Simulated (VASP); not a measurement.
# Sb2S3 (Pnma) in VASP: single point with PBE

Aim: the single point of Sb2S3 with PBE.

Everything below comes from runs of VASP 6.6.1. Logs are shortened: lines on timing, memory, paths and dates and some standing lists are left out, and cuts for length are marked.

## 1. The cell of the first run

Symmetry: Pnma, No. 62, orthorhombic system. The conventional cell has a = 11.888 Å, b = 3.869 Å, c = 11.187 Å, α = 90.00°, β = 90.00°, γ = 90.00°. Sb (site symmetry m) has 6 S at 2.55 to 3.17 Å within 3.4 Å. Within 3.3 Å of Sb (site symmetry m) lie 5 S at 2.49 to 2.87 Å. Within 3.7 Å of S (site symmetry m) lie 3 Sb at 2.55 to 2.69 Å and 5 S at 3.44 to 3.60 Å. S (site symmetry m) has 5 Sb at 2.49 to 3.12 Å within 3.3 Å. S (site symmetry m) has 5 Sb at 2.57 to 3.51 Å and 3 S at 3.44 to 3.56 Å within 3.6 Å.

## 2. Single point, PBE (25.73 Å³/atom)

INCAR

```
SYSTEM = Sb2S3
  ALGO = Normal
  EDIFF = 1E-6
  ENCUT = 500
  GGA = PE
  GGA_COMPAT = .FALSE.
  ISIF = 2
  ISMEAR = 0
  KPAR = 4
  LASPH = .TRUE.
  LCHARG = .TRUE.
  LREAL = .FALSE.
  LVHAR = .TRUE.
  LWAVE = .FALSE.
  NBANDS = 72
  NELM = 120
  PREC = Accurate
  SIGMA = 0.02
```

KPOINTS

```
k-points
0
G
  4 8 4
  0 0 0
```

POSCAR

```
Sb2S3
1.0
   11.8881011724      0.0000000000      0.0000000000
    0.0000000000      3.8690156029      0.0000000000
    0.0000000000      0.0000000000     11.1866254535
Sb S
8 12
Direct
    0.4677725501      0.2500000000      0.3275572145
    0.0322274499      0.7500000000      0.8275572145
    0.9677725501      0.2500000000      0.1724427855
    0.5322274499      0.7500000000      0.6724427855
    0.3559200395      0.7500000000      0.0333760623
    0.1440799605      0.2500000000      0.5333760623
    0.8559200395      0.7500000000      0.4666239377
    0.6440799605      0.2500000000      0.9666239377
    0.2975200766      0.2500000000      0.1887112651
    0.2024799234      0.7500000000      0.6887112651
    0.7975200766      0.2500000000      0.3112887349
    0.7024799234      0.7500000000      0.8112887349
    0.5463175664      0.7500000000      0.1251805050
    0.9536824336      0.2500000000      0.6251805050
    0.0463175664      0.7500000000      0.3748194950
    0.4536824336      0.2500000000      0.8748194950
    0.3755601311      0.7500000000      0.4426174383
    0.1244398689      0.2500000000      0.9426174383
    0.8755601311      0.7500000000      0.0573825617
    0.6244398689      0.2500000000      0.5573825617
```

Potentials or basis: VASP PAW PBE potentials, release 64 (Sb, S).

The run is started by

```console
> cat potpaw_PBE.64/Sb/POTCAR potpaw_PBE.64/S/POTCAR > POTCAR
> mpirun -np 4 vasp_std > vasp.out
```

OUTCAR:

```text
SYSTEM = Sb2S3
   EDIFF = 1E-6
   ENCUT = 500
   GGA = PE
   ISIF = 2
   ISMEAR = 0
   LASPH = .TRUE.
   LREAL = .FALSE.
   NELM = 120
   PREC = Accurate

 ion  position               nearest neighbor table
   1  0.468  0.250  0.328-   9 2.55  17 2.57  17 2.57  13 3.12  13 3.12  20 3.17
   2  0.032  0.750  0.828-  10 2.55  18 2.57  18 2.57  14 3.12  14 3.12  19 3.17
   3  0.968  0.250  0.172-  11 2.55  19 2.57  19 2.57  15 3.12  15 3.12  18 3.17
   4  0.532  0.750  0.672-  12 2.55  20 2.57  20 2.57  16 3.12  16 3.12  17 3.17
   5  0.356  0.750  0.033-  13 2.49   9 2.69   9 2.69  16 2.87  16 2.87
   6  0.144  0.250  0.533-  14 2.49  10 2.69  10 2.69  15 2.87  15 2.87
   7  0.856  0.750  0.467-  15 2.49  11 2.69  11 2.69  14 2.87  14 2.87
   8  0.644  0.250  0.967-  16 2.49  12 2.69  12 2.69  13 2.87  13 2.87
   9  0.298  0.250  0.189-   1 2.55   5 2.69   5 2.69
  10  0.202  0.750  0.689-   2 2.55   6 2.69   6 2.69
  11  0.798  0.250  0.311-   3 2.55   7 2.69   7 2.69
  12  0.702  0.750  0.811-   4 2.55   8 2.69   8 2.69
  13  0.546  0.750  0.125-   5 2.49   8 2.87   8 2.87   1 3.12   1 3.12
  14  0.954  0.250  0.625-   6 2.49   7 2.87   7 2.87   2 3.12   2 3.12
  15  0.046  0.750  0.375-   7 2.49   6 2.87   6 2.87   3 3.12   3 3.12
  16  0.454  0.250  0.875-   8 2.49   5 2.87   5 2.87   4 3.12   4 3.12
  17  0.376  0.750  0.443-   1 2.57   1 2.57   4 3.17
  18  0.124  0.250  0.943-   2 2.57   2 2.57   3 3.17
  19  0.876  0.750  0.057-   3 2.57   3 2.57   2 3.17
  20  0.624  0.250  0.557-   4 2.57   4 2.57   1 3.17

  LATTYP: Found a simple orthorhombic cell.
 ALAT       =     3.8690156029
 B/A-ratio  =     2.8913363505
 C/A-ratio  =     3.0726423443

  Lattice vectors:

 A1 = (   0.0000000000,   3.8690156029,   0.0000000000)
 A2 = (   0.0000000000,   0.0000000000,  11.1866254535)
 A3 = (  11.8881011724,   0.0000000000,   0.0000000000)

Analysis of symmetry for initial positions (statically):
=====================================================================
 Subroutine PRICEL returns:
 Original cell was already a primitive cell.

 Routine SETGRP: Setting up the symmetry group for a
 simple orthorhombic supercell.

 Subroutine GETGRP returns: Found  8 space group operations
 (whereof  2 operations were pure point group operations)
 out of a pool of  8 trial point group operations.

The static configuration has the point symmetry S_2 .
 The point group associated with its full space group is D_2h.

Analysis of symmetry for dynamics (positions and initial velocities):
=====================================================================
 Subroutine PRICEL returns:
[... 155 lines left out ...]
   TEBEG  =    0.0;   TEEND  =   0.0 temperature during run
   PSTRESS=    0.0 pullay stress
   NELECT =     112.0000    total number of electrons
   NUPDOWN=      -1.0000    fix difference up-down
   EMIN   =  10.00;   EMAX   =-10.00  energy-range for DOS
   EFERMI =   0.00;   METHOD = LEGACY
   ISMEAR =     0;   SIGMA  =   0.02  broadening in eV -4-tet -1-fermi 0-gaus
   EFERMI_NEDOS =   21; number of points for ismear=-14 and -15
   IALGO  =     38    algorithm
   IMIX   =      4    mixing-type and parameters
     AMIX     =   0.40;   BMIX     =  1.00
     AMIX_MAG =   1.60;   BMIX_MAG =  1.00
  volume/ion in A,a.u.               =      25.73       173.61
  Fermi-wavevector in a.u.,A,eV,Ry     =   0.984790  1.860983 13.195075  0.969811
  Thomas-Fermi vector in A             =   2.116049
   LORBIT       =      0    0 simple, 1 ext, 2 COOP (PROOUT), +10 PAW based schemes
   GGA     = PE    functional components
   LHFCALC =     F    Hartree Fock is set to
   AEXX    =    0.0000 exact exchange contribution
   IVDW    =     0    specifies the selected vdW correction
   LEPSILON=     F    determine dielectric tensor
   LRPA    =     F    only Hartree local field effects (RPA)
 non-spin polarized calculation
 Gauss-broadening in eV      SIGMA  =   0.02
  energy-cutoff  :      500.00
  volume of cell :      514.53
 maximum number of plane-waves:     13152
 NGX is ok and might be reduce to    90
   NGX = 43   NGY = 15   NGZ = 41

 number of electron     111.9999994 magnetization

 Free energy of the ion-electron system (eV)
  ---------------------------------------------------
  ext. energy  EPLUGINS =         0.00000000
  ---------------------------------------------------
  free energy    TOTEN  =       -87.76710453 eV

  energy without entropy =      -87.76710453  energy(sigma->0) =      -87.76710453

 E-fermi :   4.7192     XC(G=0):  -9.1462

 val. band max:        4.5837598024   @ k =   0.5000   0.0000   0.0000
 cond. band min:       5.8923175202   @ k =   0.0000   0.0000   0.5000
 fundamental gap:      1.3085577178
 Fermi energy:         4.7192202147

 k-point     1 :       0.0000    0.0000    0.0000
  band No.  band energies     occupation
      1      -9.4096      2.00000
      2      -9.2210      2.00000
      3      -8.7485      2.00000
      4      -8.6358      2.00000
      5      -8.4781      2.00000
      6      -8.3295      2.00000
[... 1693 lines left out ...]
     67       8.0011      0.00000
     68       8.0011      0.00000

 [... further k-points ...]

 [bands above 68 left out]

------------------------ aborting loop because EDIFF is reached ----------------------------------------

  FORCE on cell =-STRESS in cart. coord.  units (eV):
  Direction    XX          YY          ZZ          XY          YZ          ZX
  --------------------------------------------------------------------------------------
  -------------------------------------------------------------------------------------
  Total        1.1851430      0.9002423      1.0566717      0.0000000     -0.0000000      0.0000000
  in kB        3.6903646      2.8032248      3.2903235      0.0000000     -0.0000000      0.0000000
  external PRESSURE =       3.2613043 kB  Pullay stress =       0.0000000 kB

 VOLUME and BASIS-vectors are now :
 -----------------------------------------------------------------------------
  energy-cutoff  :      500.00
  volume of cell :      514.53
      direct lattice vectors                 reciprocal lattice vectors
    11.888101172  0.000000000  0.000000000     0.084117723  0.000000000  0.000000000
     0.000000000  3.869015603  0.000000000     0.000000000  0.258463677  0.000000000
     0.000000000  0.000000000 11.186625453     0.000000000  0.000000000  0.089392463

 POSITION                                       TOTAL-FORCE (eV/Angst)
 -----------------------------------------------------------------------------------
      5.56093      0.96725      3.66426         0.008465      0.000000     -0.014216
      0.38312      2.90176      9.25757        -0.008465     -0.000000     -0.014216
     11.50498      0.96725      1.92905         0.008465     -0.000000      0.014216
      6.32717      2.90176      7.52237        -0.008465      0.000000      0.014216
      4.23121      2.90176      0.37337         0.009551     -0.000000     -0.002746
      1.71284      0.96725      5.96668        -0.009551     -0.000000     -0.002746
[... 12 lines left out ...]
     10.40875      2.90176      0.64192        -0.011038     -0.000000     -0.003484
      7.42340      0.96725      6.23523         0.011038      0.000000     -0.003484
 -----------------------------------------------------------------------------------
    total drift:                                0.000000     -0.000000      0.000000

  FREE ENERGIE OF THE ION-ELECTRON SYSTEM (eV)
  ---------------------------------------------------
  free  energy   TOTEN  =       -87.7671045345 eV

  energy  without entropy=      -87.7671045345  energy(sigma->0) =      -87.76710453
```

OSZICAR:

```text
N       E                     dE             d eps       ncg     rms          rms(c)
DAV:   1     0.700560154238E+03    0.70056E+03   -0.41534E+04  6480   0.126E+03
DAV:   2    -0.639006593174E+01   -0.70695E+03   -0.67788E+03  7936   0.220E+02
DAV:   3    -0.893645617940E+02   -0.82974E+02   -0.81341E+02  7880   0.820E+01
DAV:   4    -0.920138872570E+02   -0.26493E+01   -0.26196E+01  8080   0.157E+01
DAV:   5    -0.921249595586E+02   -0.11107E+00   -0.11087E+00  8440   0.312E+00    0.200E+01
DAV:   6    -0.877201738791E+02    0.44048E+01   -0.10797E+01  7264   0.855E+00    0.149E+01
DAV:   7    -0.877787801284E+02   -0.58606E-01   -0.25873E+00  8208   0.391E+00    0.544E+00
DAV:   8    -0.877621489984E+02    0.16631E-01   -0.19409E-01  7784   0.137E+00    0.184E+00
DAV:   9    -0.877657367612E+02   -0.35878E-02   -0.28246E-02  8008   0.640E-01    0.435E-01
DAV:  10    -0.877663529591E+02   -0.61620E-03   -0.42011E-03  7648   0.209E-01    0.188E-01
DAV:  11    -0.877668487619E+02   -0.49580E-03   -0.61285E-04  8136   0.881E-02    0.956E-02
DAV:  12    -0.877670081124E+02   -0.15935E-03   -0.13399E-04  7456   0.371E-02    0.367E-02
DAV:  13    -0.877670949203E+02   -0.86808E-04   -0.94943E-05  7216   0.312E-02    0.166E-02
DAV:  14    -0.877671009743E+02   -0.60540E-05   -0.67588E-06  7760   0.790E-03    0.120E-02
DAV:  15    -0.877671045115E+02   -0.35372E-05   -0.36563E-06  6216   0.564E-03    0.263E-03
DAV:  16    -0.877671045345E+02   -0.23042E-07   -0.21335E-07  4544   0.159E-03
   1 F= -.87767105E+02 E0= -.87767105E+02  d E =-.558457E-23
```

Run time: 21 min. Hardware: 4 MPI ranks of Intel Xeon Platinum 8259CL at 2.50GHz (Skylake/Cascade Lake), shared host; peak memory 1.2 GiB.

What came out:

```yaml
Free_energy: -87.7671 eV
Pressure: 0.3 GPa
Largest_force: 0.017 eV/Å
Band_gap_on_the_k_mesh: 1.31 eV (least direct gap 1.33 eV)
```

Forces on the atoms (eV/Å):
```
Sb   0.008  0.000 -0.014
Sb  -0.008  0.000 -0.014
Sb   0.008  0.000  0.014
Sb  -0.008  0.000  0.014
Sb   0.010  0.000 -0.003
Sb  -0.010  0.000 -0.003
Sb   0.010  0.000  0.003
Sb  -0.010  0.000  0.003
S    0.001  0.000 -0.001
S   -0.001  0.000 -0.001
S    0.001  0.000  0.001
S   -0.001  0.000  0.001
S    0.007  0.000  0.000
S   -0.007  0.000  0.000
S    0.007  0.000  0.000
S   -0.007  0.000  0.000
S   -0.011  0.000  0.003
S    0.011  0.000  0.003
S   -0.011  0.000 -0.003
S    0.011  0.000 -0.003
```

Levels at points of the mesh, in eV from the valence-band top:
```tsv
k point	band 53	band 54	band 55	band 56	band 57	band 58	band 59	band 60
(0.00, 0.00, 0.00)	-0.21	-0.12	-0.10	0.00	1.53	1.57	1.66	1.82
(0.50, 0.00, 0.00)	-0.15	-0.15	0.00	0.00	1.54	1.54	1.83	1.83
(0.00, 0.50, 0.00)	-0.55	-0.55	-0.18	-0.18	2.24	2.24	2.36	2.36
(0.50, 0.50, 0.00)	-0.37	-0.37	-0.37	-0.37	2.29	2.29	2.29	2.29
(0.00, 0.00, 0.50)	-0.16	-0.16	-0.09	-0.09	1.31	1.31	2.10	2.10
(0.50, 0.00, 0.50)	-0.27	-0.27	-0.24	-0.24	1.35	1.35	2.09	2.09
(0.00, 0.50, 0.50)	-0.75	-0.75	-0.51	-0.51	1.93	1.93	2.19	2.19
(0.50, 0.50, 0.50)	-0.73	-0.73	-0.73	-0.73	2.15	2.15	2.15	2.15
```

Caveat: spin-orbit coupling is left out, which moves the levels of the heavy elements. A k mesh can miss the band edges.
